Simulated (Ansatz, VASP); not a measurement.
## One calculation of CsPbCl3, two programs

File INCAR:

```
  PREC = Accurate
  ENCUT = 520
  EDIFF = 1E-6
  ISMEAR = 0
  SIGMA = 0.05
  LREAL = False
  LASPH = True
  NELM = 100
  ALGO = Normal
  ISIF = 2
  LWAVE = False
  LCHARG = False
  GGA = PE
  NBANDS = 30
```

Contents of KPOINTS:

```
Automatic mesh
0
Gamma
  6 6 6
```

Contents of POSCAR:

```
CsPbCl3
1.0
    5.6971795156      0.0000000000      0.0000000000
    0.0000000000      5.6971795156      0.0000000000
    0.0000000000      0.0000000000      5.6971795156
Cs Pb Cl
1 1 3
Direct
    0.0000000000      0.0000000000      0.0000000000
    0.5000000000      0.5000000000      0.5000000000
    0.0000000000      0.5000000000      0.5000000000
    0.5000000000      0.5000000000      0.0000000000
    0.5000000000      0.0000000000      0.5000000000
```

Input for Ansatz:

```yaml
crystal:
  lattice:
    - [5.6971795156, 0.0, 0.0]
    - [0.0, 5.6971795156, 0.0]
    - [0.0, 0.0, 5.6971795156]
  atoms:
    - { symbol: Cs, position: [0.0, 0.0, 0.0] }
    - { symbol: Pb, position: [0.5, 0.5, 0.5] }
    - { symbol: Cl, position: [0.0, 0.5, 0.5] }
    - { symbol: Cl, position: [0.5, 0.5, 0.0] }
    - { symbol: Cl, position: [0.5, 0.0, 0.5] }
basis:
  ecutwfc: 420
  ecutrho_ratio: 4
kpoints:
  mp_grid: { grid: [6, 6, 6] }
hamiltonian:
  xc: pbe
scf:
  occupations: { method: gaussian, width: 0.05 }
output:
  forces: true
  stress: true
  eigenvalues: true
```

Alike in both runs: task single point; functional PBE; k mesh 6 × 6 × 6; occupations gaussian, width 0.05 eV; no spin polarisation.

|  | VASP | Ansatz |
| --- | --- | --- |
| version | VASP 6.6.1 | Ansatz 0.2.0 |
| potentials or method | VASP PAW PBE potentials, release 64 (Cs_sv, Pb_d, Cl), cutoff 520 eV | scalar-relativistic, plane waves, PAW |
| valence electrons in the cell | 44 | 44 |

VASP gave:

| Item | Value |
| --- | --- |
| gap on the k mesh at the Fermi level (eV) | 2.14 |
| least direct gap on the mesh (eV) | 2.14 |
| pressure (GPa) | 0.4 |

Problem. What did Ansatz give for the same quantities?

Solution. gap on the k mesh at the Fermi level (eV): 2.13; least direct gap on the mesh (eV): 2.13; pressure (GPa): 0.5.

The functional is the same, so the differences come from potentials, cutoffs and numerics.

Spin-orbit coupling is off throughout.
